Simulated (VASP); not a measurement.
DyMgF, 6 atoms in the cell. It takes space group Pmmn (No. 59, orthorhombic). Conventional cell: a = 3.245 Å, b = 5.810 Å, c = 6.601 Å, α = 90.00°, β = 90.00°, γ = 90.00°. Dy (site symmetry mm2) has 1 F at 2.39 Å and 6 Dy at 3.25 to 3.53 Å and 4 Mg at 3.31 to 3.37 Å within 3.6 Å. Mg (site symmetry mm2) has 2 F at 2.09 Å within 2.8 Å. Within 2.8 Å of F (site symmetry mm2) lie 2 Mg at 2.09 Å and 1 Dy at 2.39 Å. The cell was generated, and may not be a known phase.

```yaml
Program: VASP 6.6.1
Task: single point
Functional: PBE
Potentials_or_basis: VASP PAW PBE potentials, release 64 (Dy_3, Mg, F), 4f in core
Cutoff: 600 eV
k_mesh: 6 × 4 × 4
Occupations: gaussian, width 0.1 eV
Spin: no spin polarisation
Dipole_correction: no
Further_INCAR_settings: ALGO = Normal; EDIFF = 1e-06; NBANDS = 27
```

Potentials or basis: VASP PAW PBE potentials, release 64 (Dy_3, Mg, F), 4f in core.

Run with:

```bash
$ cat potpaw_PBE.64/Dy_3/POTCAR potpaw_PBE.64/Mg/POTCAR potpaw_PBE.64/F/POTCAR > POTCAR
$ mpirun -np 1 vasp_std > vasp.out
```

Hardware: 1 thread of Intel(R) Xeon(R) Platinum 8488C (Sapphire Rapids), with other jobs on the host.

Problem. How long does it take, and how much memory?

Solution. Run time: 110 s on 1 thread of Intel(R) Xeon(R) Platinum 8488C (Sapphire Rapids) (shared host), peak memory 0.34 GiB. Counts: scf iterations 13, k points 36.
